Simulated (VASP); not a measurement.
SiBF, 3 atoms in the cell. Symmetry: Pmmm, No. 47, orthorhombic system. The conventional cell has a = 2.256 Å, b = 3.984 Å, c = 4.110 Å, α = 90.00°, β = 90.00°, γ = 90.00°. Si (site symmetry mmm) has 2 F at 1.99 Å and 2 Si at 2.26 Å within 2.6 Å. B (site symmetry mmm) has 2 F at 2.06 Å and 2 B at 2.26 Å within 2.7 Å. Within 2.6 Å of F (site symmetry mmm) lie 2 Si at 1.99 Å and 2 B at 2.06 Å and 2 F at 2.26 Å. The cell was built from a structure type or drawn by symmetry, and may not be a known phase.

| Property | Result |
| --- | --- |
| Program | VASP 6.6.1 |
| Task | single point |
| Functional | PBE |
| Potentials or basis | VASP PAW PBE potentials, release 64 (Si, B, F) |
| Cutoff | 520 eV |
| k mesh | 8 × 6 × 4 |
| Occupations | gaussian, width 0.1 eV |
| Spin | no spin polarisation |
| Dipole correction | no |
| Further INCAR settings | ALGO = Normal; EDIFF = 1e-06; NBANDS = 14 |

Potentials or basis: VASP PAW PBE potentials, release 64 (Si, B, F).

Run with:

```console
$ cat potpaw_PBE.64/Si/POTCAR potpaw_PBE.64/B/POTCAR potpaw_PBE.64/F/POTCAR > POTCAR
$ mpirun -np 1 vasp_std > vasp.out
```

Hardware: 1 thread of Oxide Virtual Turin-like Processor, with other jobs on the host.

Question: Estimate the wall time of this run.

Answer: Wall time 42 s on 1 thread of Oxide Virtual Turin-like Processor, on a shared host, peak memory 0.13 GiB. Counts: scf iterations 12, k points 60.
